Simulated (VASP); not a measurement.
A run of VASP 6.6.1 is set up as follows.

File INCAR:

```
SYSTEM = Ce
PREC = Accurate ; ENCUT = 520
EDIFF = 1E-6 ; ISMEAR = -1
SIGMA = 0.1 ; LREAL = .FALSE.
LASPH = .TRUE. ; NELM = 100
ALGO = Normal ; ISIF = 2
LWAVE = .FALSE. ; LCHARG = .TRUE.
GGA = B5 ; ALDAX = 1.0
AGGAX = 1.0 ; AGGAC = 1.0
ALDAC = 0.0 ; LELF = .TRUE.
LVHAR = .TRUE. ; NBANDS = 12
```

Contents of KPOINTS:

```
Automatic mesh
0
G
  6 6 6
  0 0 0
```

Contents of POSCAR:

```
Ce
1.0
    0.0000000000      2.4800819992      2.4800819992
    2.4800819992      0.0000000000      2.4800819992
    2.4800819992      2.4800819992      0.0000000000
Ce
1
Direct
    0.0000000000      0.0000000000      0.0000000000
```

Potentials or basis: VASP PAW PBE potentials, release 64 (Ce).

The run is started by

```sh
$ cat potpaw_PBE.64/Ce/POTCAR > POTCAR
$ mpirun -np 1 vasp_std > vasp.out
```

(1) What does it give for the band gap on the k mesh?

(2) Predict the pressure.

Results:

(1) zero (band 6 reaches 8.78 eV, above the bottom of band 7 at 8.53 eV).

(2) -0.5 GPa.

Caveat: the k points lie up to 0.37 Å⁻¹ apart; the PAW data sets were made with another functional, which shifts forces and pressure a little; spin-orbit coupling is left out, which moves the levels of the heavy elements.
